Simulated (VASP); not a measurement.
# GaN in VASP: settings compared

GaN is run at these levels: PBE, PBEsol; tasks: single point.

All numbers are computed with VASP 6.6.1; they aren't measurements. Logs are shortened: lines on timing, memory, paths and dates and some standing lists are left out, and cuts for length are marked.

## 1. The cell of the first run

The cell holds a slab with vacuum, 10 atoms: a = 3.216 Å, b = 3.216 Å, c = 26.161 Å, α = 90.00°, β = 90.00°, γ = 120.00°.

## 2. Single point, PBE

Input file INCAR:

```
SYSTEM = GaN
ALGO = Normal
DIPOL = 0.5 0.5 0.500
EDIFF = 1E-6
ENCUT = 520
GGA = PE
IDIPOL = 3
ISIF = 2
ISMEAR = 0
LASPH = .TRUE.
LCHARG = .FALSE.
LDIPOL = .TRUE.
LREAL = .FALSE.
LWAVE = .FALSE.
NBANDS = 56
NELM = 100
PREC = Accurate
SIGMA = 0.05
```

Input file KPOINTS:

```
k-points
0
G
  9 9 1
  0 0 0
```

Input file POSCAR:

```
GaN
1.0
    3.2162589223      0.0000000000      0.0000000000
   -1.6081294611      2.7853619318      0.0000000000
    0.0000000000      0.0000000000     26.1607737570
N Ga
5 5
Direct
    0.0000000000      0.0000000000      0.2866887681
    0.3333333333      0.6666666667      0.3870705243
    0.6666666667      0.3333333333      0.4874522805
    0.0000000000      0.0000000000      0.5878340367
    0.3333333333      0.6666666667      0.6882157929
    0.3333333333      0.6666666667      0.3117842071
    0.6666666667      0.3333333333      0.4121659633
    0.0000000000      0.0000000000      0.5125477195
    0.3333333333      0.6666666667      0.6129294757
    0.6666666667      0.3333333333      0.7133112319
```

Potentials or basis: VASP PAW PBE potentials, release 64 (N, Ga_d).

On the command line:

```bash
> cat potpaw_PBE.64/N/POTCAR potpaw_PBE.64/Ga_d/POTCAR > POTCAR
> mpirun -np 1 vasp_std > vasp.out
```

OUTCAR:

```text
SYSTEM = GaN
   EDIFF = 1E-6
   ENCUT = 520
   GGA = PE
   ISIF = 2
   ISMEAR = 0
   LASPH = .TRUE.
   LREAL = .FALSE.
   NELM = 100
   PREC = Accurate

 ion  position               nearest neighbor table
   1  0.000  0.000  0.287-   6 1.97   6 1.97   6 1.97
   2  0.333  0.667  0.387-   7 1.97   7 1.97   7 1.97   6 1.97
   3  0.667  0.333  0.487-   8 1.97   8 1.97   8 1.97   7 1.97
   4  0.000  0.000  0.588-   9 1.97   9 1.97   9 1.97   8 1.97
   5  0.333  0.667  0.688-  10 1.97  10 1.97  10 1.97   9 1.97
   6  0.333  0.667  0.312-   1 1.97   1 1.97   1 1.97   2 1.97
   7  0.667  0.333  0.412-   2 1.97   2 1.97   2 1.97   3 1.97
   8  0.000  0.000  0.513-   3 1.97   3 1.97   3 1.97   4 1.97
   9  0.333  0.667  0.613-   4 1.97   4 1.97   4 1.97   5 1.97
  10  0.667  0.333  0.713-   5 1.97   5 1.97   5 1.97

  LATTYP: Found a hexagonal cell.
 ALAT       =     3.2162589223
 C/A-ratio  =     8.1339140875

  Lattice vectors:

 A1 = (   3.2162589223,   0.0000000000,   0.0000000000)
 A2 = (  -1.6081294611,   2.7853619318,   0.0000000000)
 A3 = (   0.0000000000,   0.0000000000,  26.1607737570)

Analysis of symmetry for initial positions (statically):
=====================================================================
 Subroutine PRICEL returns:
 Original cell was already a primitive cell.

 Routine SETGRP: Setting up the symmetry group for a
 hexagonal supercell.

 Subroutine GETGRP returns: Found  6 space group operations
 (whereof  6 operations were pure point group operations)
 out of a pool of 24 trial point group operations.

The static configuration has the point symmetry C_3v.

Analysis of symmetry for dynamics (positions and initial velocities):
=====================================================================
 Subroutine PRICEL returns:
 Original cell was already a primitive cell.

 Routine SETGRP: Setting up the symmetry group for a
 hexagonal supercell.

 Subroutine GETGRP returns: Found  6 space group operations
 (whereof  6 operations were pure point group operations)
 out of a pool of 24 trial point group operations.

The dynamic configuration has the point symmetry C_3v.

 Subroutine INISYM returns: Found  6 space group operations
 (whereof  6 operations are pure point group operations),
 and found     1 'primitive' translations

----------------------------------------------------------------------------------------

                                     Primitive cell

  volume of cell :     234.3599

  direct lattice vectors                    reciprocal lattice vectors
     3.216258922  0.000000000  0.000000000     0.310920241  0.179509885  0.000000000
    -1.608129461  2.785361932  0.000000000     0.000000000  0.359019770  0.000000000
     0.000000000  0.000000000 26.160773757     0.000000000  0.000000000  0.038225169

  length of vectors
     3.216258922  3.216258922 26.160773757     0.359019770  0.359019770  0.038225169

  position of ions in fractional coordinates (direct lattice)
     0.000000000  0.000000000  0.286688768
     0.333333333  0.666666667  0.387070524
     0.666666667  0.333333333  0.487452281
     0.000000000  0.000000000  0.587834037
     0.333333333  0.666666667  0.688215793
     0.333333333  0.666666667  0.311784207
     0.666666667  0.333333333  0.412165963
     0.000000000  0.000000000  0.512547719
     0.333333333  0.666666667  0.612929476
     0.666666667  0.333333333  0.713311232

  ion indices of the primitive-cell ions
   primitive index   ion index
                 1           1
                 2           2
                 3           3
                 4           4
                 5           5
                 6           6
                 7           7
                 8           8
                 9           9
                10          10

----------------------------------------------------------------------------------------

 KPOINTS: k-points

Automatic generation of k-mesh.
 Grid dimensions read from file:
 generate k-points for:    9    9    1

 Generating k-lattice:

  Cartesian coordinates                     Fractional coordinates (reciprocal lattice)
     0.034546693  0.019945543  0.000000000     0.111111111 -0.000000000  0.000000000
     0.000000000  0.039891086  0.000000000     0.000000000  0.111111111  0.000000000
     0.000000000  0.000000000  0.038225169     0.000000000  0.000000000  1.000000000

  Length of vectors
     0.039891086  0.039891086  0.038225169

  Shift w.r.t. Gamma in fractional coordinates (k-lattice)
     0.000000000  0.000000000  0.000000000

 Subroutine IBZKPT returns following result:
 ===========================================

 Found     12 irreducible k-points:

 Following reciprocal coordinates:
            Coordinates               Weight
  0.000000  0.000000  0.000000      1.000000
  0.111111  0.000000  0.000000      6.000000
  0.222222  0.000000  0.000000      6.000000
  0.333333  0.000000  0.000000      6.000000
  0.444444  0.000000  0.000000      6.000000
  0.111111  0.111111  0.000000      6.000000
  0.222222  0.111111  0.000000     12.000000
  0.333333  0.111111  0.000000     12.000000
  0.444444  0.111111  0.000000      6.000000
  0.222222  0.222222  0.000000      6.000000
  0.333333  0.222222  0.000000     12.000000
  0.333333  0.333333  0.000000      2.000000
   k-points           NKPTS =     12   k-points in BZ     NKDIM =     12   number of bands    NBANDS=     56
   number of dos      NEDOS =    301   number of ions     NIONS =     10
   total plane-waves  NPLWV = 112896
   dimension x,y,z NGX =    24 NGY =   24 NGZ =  196
   dimension x,y,z NGXF=    48 NGYF=   48 NGZF=  392
   ions per type =               5   5
   NGX,Y,Z   is equivalent  to a cutoff of  12.41, 12.41, 12.46 a.u.
   NGXF,Y,Z  is equivalent  to a cutoff of  24.81, 24.81, 24.91 a.u.
 SYSTEM =  GaN
   PREC   = accura    normal or accurate (medium, high low for compatibility)
   ISTART =      0    job   : 0-new  1-cont  2-samecut
   ICHARG =      2    charge: 1-file 2-atom 10-const
   ISPIN  =      1    spin polarized calculation?
   LNONCOLLINEAR =      F non collinear calculations
   LSORBIT =      F    spin-orbit coupling
   LASPH  =      T    aspherical Exc in radial PAW
   ENCUT  =  520.0 eV  38.22 Ry    6.18 a.u.   5.98  5.98 48.64*2*pi/ulx,y,z
   NELM   =    100;   NELMIN=  2; NELMDL= -5     # of ELM steps
   EDIFF  = 0.1E-05   stopping-criterion for ELM
   LREAL  =      F    real-space projection
   EDIFFG = 0.1E-04   stopping-criterion for IOM
   NSW    =      0    number of steps for IOM
   IBRION =     -1    ionic relax: 0-MD 1-quasi-New 2-CG
   NFREE  =      0    steps in history (QN), initial steepest desc. (CG)
   ISIF   =      2    stress and relaxation
   ISYM   =      2    0-nonsym 1-usesym 2-fastsym
   POTIM  = 0.5000    time-step for ionic-motion
   TEBEG  =    0.0;   TEEND  =   0.0 temperature during run
   PSTRESS=    0.0 pullay stress
   NELECT =      90.0000    total number of electrons
   NUPDOWN=      -1.0000    fix difference up-down
   EMIN   =  10.00;   EMAX   =-10.00  energy-range for DOS
   EFERMI =   0.00;   METHOD = LEGACY
   ISMEAR =     0;   SIGMA  =   0.05  broadening in eV -4-tet -1-fermi 0-gaus
   EFERMI_NEDOS =   21; number of points for ismear=-14 and -15
   IALGO  =     38    algorithm
   IMIX   =      4    mixing-type and parameters
     AMIX     =   0.40;   BMIX     =  1.00
     AMIX_MAG =   1.60;   BMIX_MAG =  1.00
  volume/ion in A,a.u.               =      23.44       158.15
  Fermi-wavevector in a.u.,A,eV,Ry     =   1.189948  2.248675 19.265521  1.415976
  Thomas-Fermi vector in A             =   2.326044
   LORBIT       =      0    0 simple, 1 ext, 2 COOP (PROOUT), +10 PAW based schemes
   GGA     = PE    functional components
   LHFCALC =     F    Hartree Fock is set to
   AEXX    =    0.0000 exact exchange contribution
   IVDW    =     0    specifies the selected vdW correction
   LEPSILON=     F    determine dielectric tensor
   LRPA    =     F    only Hartree local field effects (RPA)
 non-spin polarized calculation
 Gauss-broadening in eV      SIGMA  =   0.05
  energy-cutoff  :      520.00
  volume of cell :      234.36
 maximum number of plane-waves:      6378
 NGX is ok and might be reduce to    24
   NGX = 11   NGY = 11   NGZ = 97

 dipolmoment           0.000000      0.000000      0.066113 electrons x Angstroem

 number of electron      89.9999952 magnetization

 dipolmoment           0.000000      0.000000     -0.163491 electrons x Angstroem

 Free energy of the ion-electron system (eV)
  ---------------------------------------------------
  ext. energy  EPLUGINS =         0.00000000
  ---------------------------------------------------
  free energy    TOTEN  =       -57.30654820 eV

  energy without entropy =      -57.28587022  energy(sigma->0) =      -57.29620921

 E-fermi :   0.0716     XC(G=0):  -6.4653

 val. band max:        0.0585275817   @ k =   0.3333   0.2222   0.0000
 cond. band min:       0.0799809892   @ k =   0.2222   0.2222   0.0000
 fundamental gap:      0.0214534076
 Fermi energy:         0.0716382667

 k-point     1 :       0.0000    0.0000    0.0000
  band No.  band energies     occupation
      1     -17.2610      2.00000
      2     -16.6572      2.00000
      3     -16.0983      2.00000
      4     -15.4895      2.00000
      5     -15.4886      2.00000
      6     -15.4886      2.00000
[... 48 lines left out ...]
     55       7.3885      0.00000
     56       7.8172      0.00000

 k-point     2 :       0.1111    0.0000    0.0000
  band No.  band energies     occupation
      1     -17.1818      2.00000
      2     -16.5891      2.00000
      3     -16.0299      2.00000
      4     -15.4974      2.00000
      5     -15.4751      2.00000
      6     -15.4282      2.00000
[... 583 lines left out ...]
  band No.  band energies     occupation
      1     -16.7710      2.00000
      2     -16.1986      2.00000
      3     -15.6369      2.00000
      4     -15.4719      2.00000
      5     -15.3996      2.00000
      6     -15.3507      2.00000
[... 48 lines left out ...]
     55       7.1835      0.00000
     56       7.4608      0.00000

------------------------ aborting loop because EDIFF is reached ----------------------------------------

 vacuum level on the upper side and lower side of the slab       (xc-potential included)        -1.806         1.387

  FORCE on cell =-STRESS in cart. coord.  units (eV):
  Direction    XX          YY          ZZ          XY          YZ          ZX
  --------------------------------------------------------------------------------------
  -------------------------------------------------------------------------------------
  Total       -1.0097223     -1.0097223      1.9771261     -0.0000000      0.0000000      0.0000000
  in kB       -6.9028635     -6.9028635     13.5164217     -0.0000000      0.0000000      0.0000000
  external PRESSURE =      -0.0964351 kB  Pullay stress =       0.0000000 kB

 VOLUME and BASIS-vectors are now :
 -----------------------------------------------------------------------------
  energy-cutoff  :      520.00
  volume of cell :      234.36
      direct lattice vectors                 reciprocal lattice vectors
     3.216258922  0.000000000  0.000000000     0.310920241  0.179509885  0.000000000
    -1.608129461  2.785361932  0.000000000     0.000000000  0.359019770  0.000000000
     0.000000000  0.000000000 26.160773757     0.000000000  0.000000000  0.038225169

 POSITION                                       TOTAL-FORCE (eV/Angst)
 -----------------------------------------------------------------------------------
      0.00000      0.00000      7.50000         0.000000     -0.000000      1.461221
     -0.00000      1.85691     10.12606        -0.000000      0.000000      0.871896
      1.60813      0.92845     12.75213         0.000000     -0.000000      0.575860
      0.00000      0.00000     15.37819         0.000000      0.000000      0.500894
     -0.00000      1.85691     18.00426         0.000000     -0.000000      0.459589
     -0.00000      1.85691      8.15652        -0.000000      0.000000     -2.022593
      1.60813      0.92845     10.78258        -0.000000      0.000000     -0.620054
      0.00000      0.00000     13.40864         0.000000      0.000000     -0.572981
     -0.00000      1.85691     16.03471        -0.000000     -0.000000     -0.762152
      1.60813      0.92845     18.66077        -0.000000      0.000000      0.108318
 -----------------------------------------------------------------------------------
    total drift:                               -0.000005     -0.000001     -0.001912

  FREE ENERGIE OF THE ION-ELECTRON SYSTEM (eV)
  ---------------------------------------------------
  free  energy   TOTEN  =       -57.3065481977 eV

  energy  without entropy=      -57.2858702196  energy(sigma->0) =      -57.29620921

 vacuum level on the upper side and lower side of the slab         4.145         7.401
```

Wall time 5.2 min (1 thread of Intel Xeon 6975P-C (Granite Rapids), shared host); peak memory 0.38 GiB.

Results:

```
Free energy            : -57.3065 eV
Largest force          : 2.023 eV/Å
Band gap on the k mesh : zero (band 45 reaches 0.45 eV, above the bottom of band 46 at 0.01 eV)
```

Forces in eV/Å, atoms in the order of the input:
```
N    0.000  0.000  1.461
N    0.000  0.000  0.872
N    0.000  0.000  0.576
N    0.000  0.000  0.501
N    0.000  0.000  0.460
Ga   0.000  0.000 -2.023
Ga   0.000  0.000 -0.620
Ga   0.000  0.000 -0.573
Ga   0.000  0.000 -0.762
Ga   0.000  0.000  0.108
```

## 3. Single point, PBE

INCAR is that of step 2.

KPOINTS is that of step 2.

Input file POSCAR:

```
GaN
1.0
    3.2162589223      0.0000000000      0.0000000000
   -1.6081294611      2.7853619318      0.0000000000
    0.0000000000      0.0000000000     26.1607737570
N Ga
5 5
Direct
    0.0000000000      0.0000000000      0.2936204595
    0.3333333333      0.6666666667      0.3883636925
    0.6666666667      0.3333333333      0.4882257682
    0.0000000000      0.0000000000      0.5887579333
    0.3333333333      0.6666666667      0.6905035602
    0.3333333333      0.6666666667      0.3068710764
    0.6666666667      0.3333333333      0.4095010450
    0.0000000000      0.0000000000      0.5101981035
    0.3333333333      0.6666666667      0.6108981122
    0.6666666667      0.3333333333      0.7130602491
```

Potentials or basis: VASP PAW PBE potentials, release 64 (N, Ga_d).

On the command line:

```bash
> cat potpaw_PBE.64/N/POTCAR potpaw_PBE.64/Ga_d/POTCAR > POTCAR
> mpirun -np 1 vasp_std > vasp.out
```

OUTCAR:

```text
SYSTEM = GaN
   EDIFF = 1E-6
   ENCUT = 520
   GGA = PE
   ISIF = 2
   ISMEAR = 0
   LASPH = .TRUE.
   LREAL = .FALSE.
   NELM = 100
   PREC = Accurate

 ion  position               nearest neighbor table
   1  0.000  0.000  0.294-   6 1.89   6 1.89   6 1.89
   2  0.333  0.667  0.388-   7 1.94   7 1.94   7 1.94   6 2.13
   3  0.667  0.333  0.488-   8 1.94   8 1.94   8 1.94   7 2.06
   4  0.000  0.000  0.589-   9 1.95   9 1.95   9 1.95   8 2.06
   5  0.333  0.667  0.691-  10 1.95  10 1.95  10 1.95   9 2.08
   6  0.333  0.667  0.307-   1 1.89   1 1.89   1 1.89   2 2.13
   7  0.667  0.333  0.410-   2 1.94   2 1.94   2 1.94   3 2.06
   8  0.000  0.000  0.510-   3 1.94   3 1.94   3 1.94   4 2.06
   9  0.333  0.667  0.611-   4 1.95   4 1.95   4 1.95   5 2.08
  10  0.667  0.333  0.713-   5 1.95   5 1.95   5 1.95

  LATTYP: Found a hexagonal cell.
 ALAT       =     3.2162589223
 C/A-ratio  =     8.1339140875

  Lattice vectors:

[... 198 lines left out ...]
      4     -15.3318      2.00000
      5     -15.3318      2.00000
      6     -15.1538      2.00000
[... 697 lines left out ...]
     55       8.0120      0.00000
     56       8.1430      0.00000

------------------------ aborting loop because EDIFF is reached ----------------------------------------

 vacuum level on the upper side and lower side of the slab       (xc-potential included)        -1.411         1.035

  FORCE on cell =-STRESS in cart. coord.  units (eV):
  Direction    XX          YY          ZZ          XY          YZ          ZX
  --------------------------------------------------------------------------------------
  -------------------------------------------------------------------------------------
  Total        1.7309406      1.7309406      0.1121947      0.0000000      0.0000000     -0.0000000
  in kB       11.8333995     11.8333995      0.7670080      0.0000000      0.0000000     -0.0000000
  external PRESSURE =       8.1446023 kB  Pullay stress =       0.0000000 kB

 VOLUME and BASIS-vectors are now :
 -----------------------------------------------------------------------------
  energy-cutoff  :      520.00
  volume of cell :      234.36
      direct lattice vectors                 reciprocal lattice vectors
     3.216258922  0.000000000  0.000000000     0.310920241  0.179509885  0.000000000
    -1.608129461  2.785361932  0.000000000     0.000000000  0.359019770  0.000000000
     0.000000000  0.000000000 26.160773757     0.000000000  0.000000000  0.038225169

 POSITION                                       TOTAL-FORCE (eV/Angst)
 -----------------------------------------------------------------------------------
      0.00000      0.00000      7.68134        -0.000000     -0.000000      0.008916
     -0.00000      1.85691     10.15989         0.000000      0.000000      0.007484
      1.60813      0.92845     12.77236        -0.000000     -0.000000      0.008268
      0.00000      0.00000     15.40236         0.000000      0.000000     -0.002155
     -0.00000      1.85691     18.06411         0.000000     -0.000000     -0.002202
     -0.00000      1.85691      8.02798         0.000000     -0.000000     -0.021630
      1.60813      0.92845     10.71286         0.000000     -0.000000     -0.016482
      0.00000      0.00000     13.34718        -0.000000     -0.000000     -0.004583
     -0.00000      1.85691     15.98157        -0.000000      0.000000      0.003499
      1.60813      0.92845     18.65421         0.000000      0.000000      0.018884
 -----------------------------------------------------------------------------------
    total drift:                               -0.000001     -0.000002     -0.000277

  FREE ENERGIE OF THE ION-ELECTRON SYSTEM (eV)
  ---------------------------------------------------
  free  energy   TOTEN  =       -57.6411647103 eV

  energy  without entropy=      -57.6201005935  energy(sigma->0) =      -57.63063265

 vacuum level on the upper side and lower side of the slab         4.133         6.636
```

OSZICAR:

```text
N       E                     dE             d eps       ncg     rms          rms(c)
DAV:   1     0.109722735265E+04    0.10972E+04   -0.42411E+04  1520   0.236E+03
DAV:   2     0.163926192712E+03   -0.93330E+03   -0.88058E+03  1424   0.705E+02
DAV:   3    -0.471940062643E+02   -0.21112E+03   -0.20502E+03  1672   0.221E+02
[... 41 lines left out ...]
DAV:  45    -0.576411562264E+02   -0.11287E-05   -0.48095E-06  1216   0.905E-03    0.196E-02
DAV:  46    -0.576411596992E+02   -0.34728E-05   -0.47097E-06  1088   0.764E-03    0.900E-03
DAV:  47    -0.576411629279E+02   -0.32287E-05   -0.12201E-06  1016   0.578E-03    0.542E-03
DAV:  48    -0.576411642427E+02   -0.13147E-05   -0.45459E-07   976   0.406E-03    0.589E-03
DAV:  49    -0.576411647103E+02   -0.46762E-06   -0.34800E-07   992   0.440E-03
   1 F= -.57641165E+02 E0= -.57630633E+02  d E =-.210641E-01
```

Run time: 4.9 min. Hardware: 1 thread of Intel Xeon 6975P-C (Granite Rapids), shared host; peak memory 0.38 GiB.

What came out:

```yaml
Free_energy: -57.6412 eV
Largest_force: 0.022 eV/Å
Band_gap_on_the_k_mesh: zero (band 45 reaches 0.48 eV, above the bottom of band 46 at 0.38 eV)
```

Forces in eV/Å, atoms in the order of the input:
```
N    0.000  0.000  0.009
N    0.000  0.000  0.007
N    0.000  0.000  0.008
N    0.000  0.000 -0.002
N    0.000  0.000 -0.002
Ga   0.000  0.000 -0.022
Ga   0.000  0.000 -0.016
Ga   0.000  0.000 -0.005
Ga   0.000  0.000  0.003
Ga   0.000  0.000  0.019
```

(Part 1 of 2 ends here.)
